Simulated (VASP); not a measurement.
Here is a VASP 6.6.1 calculation.

POSCAR

```
ZrSe2
1.0
    3.7980000000      0.0000000000      0.0000000000
   -1.8990000000     -3.2891644836      0.0000000000
    0.0000000000      0.0000000000    -19.0960000000
Se Zr
2 1
Direct
    0.0000000000      1.0000000000      0.4189359028
    0.3333333334      0.6666666666      0.5810640972
    0.6666666667      0.3333333333      0.5000000000
```

File INCAR.step1:

```
GGA = PE
LDIPOL = T
IDIPOL = 3
DIPOL = 0.5 0.5 0.500
ISMEAR = 0
SIGMA = 0.03
LWAVE = F
LCHARG = T
NBANDS = 35
PREC = Accurate
LASPH = T
LREAL = F
ALGO = Normal
EDIFF = 1E-7
NELM = 120
GGA_COMPAT = F
ENCUT = 460
EFERMI = MIDGAP
LMAXMIX = 4
NELMDL = -8
```

File KPOINTS.step1:

```
Automatic mesh
0
Gamma
  8 8 1
  0 0 0
```

The input INCAR.step2:

```
GGA = PE
LDIPOL = T
IDIPOL = 3
DIPOL = 0.5 0.5 0.500
ISMEAR = 0
SIGMA = 0.03
LWAVE = F
LCHARG = F
NBANDS = 35
PREC = Accurate
LASPH = T
LREAL = F
ALGO = Normal
EDIFF = 1E-7
NELM = 120
GGA_COMPAT = F
ENCUT = 460
EFERMI = MIDGAP
LMAXMIX = 4
NELMDL = -8
ICHARG = 11
```

Contents of KPOINTS.step2:

```
path GMKGALHA,LM,KH
32
line-mode
reciprocal
 0.0000000000  0.0000000000  0.0000000000  G
 0.5000000000  0.0000000000  0.0000000000  M

 0.5000000000  0.0000000000  0.0000000000  M
 0.3333333333  0.3333333333  0.0000000000  K

 0.3333333333  0.3333333333  0.0000000000  K
 0.0000000000  0.0000000000  0.0000000000  G

 0.0000000000  0.0000000000  0.0000000000  G
 0.0000000000  0.0000000000  0.5000000000  A

 0.0000000000  0.0000000000  0.5000000000  A
 0.5000000000  0.0000000000  0.5000000000  L

 0.5000000000  0.0000000000  0.5000000000  L
 0.3333333333  0.3333333333  0.5000000000  H

 0.3333333333  0.3333333333  0.5000000000  H
 0.0000000000  0.0000000000  0.5000000000  A

 0.5000000000  0.0000000000  0.5000000000  L
 0.5000000000  0.0000000000  0.0000000000  M

 0.3333333333  0.3333333333  0.0000000000  K
 0.3333333333  0.3333333333  0.5000000000  H
```

Potentials or basis: VASP PAW PBE potentials, release 64 (Se, Zr_sv).

Command:

```sh
$ cat potpaw_PBE.64/Se/POTCAR potpaw_PBE.64/Zr_sv/POTCAR > POTCAR
$ cp INCAR.step1 INCAR
$ cp KPOINTS.step1 KPOINTS
$ mpirun -np 1 vasp_std > vasp.out
$ cp INCAR.step2 INCAR
$ cp KPOINTS.step2 KPOINTS
$ mpirun -np 1 vasp_std > vasp.out
```

(1) Estimate the band gap along the path.

(2) Estimate the band gap on the k mesh.

Results:

(1) 0.59 eV (least direct gap 1.13 eV).

(2) 0.59 eV (least direct gap 1.13 eV).

Caveat: the log is that of the step along the path at fixed density, whose energy, stress, charges and moments have no meaning.
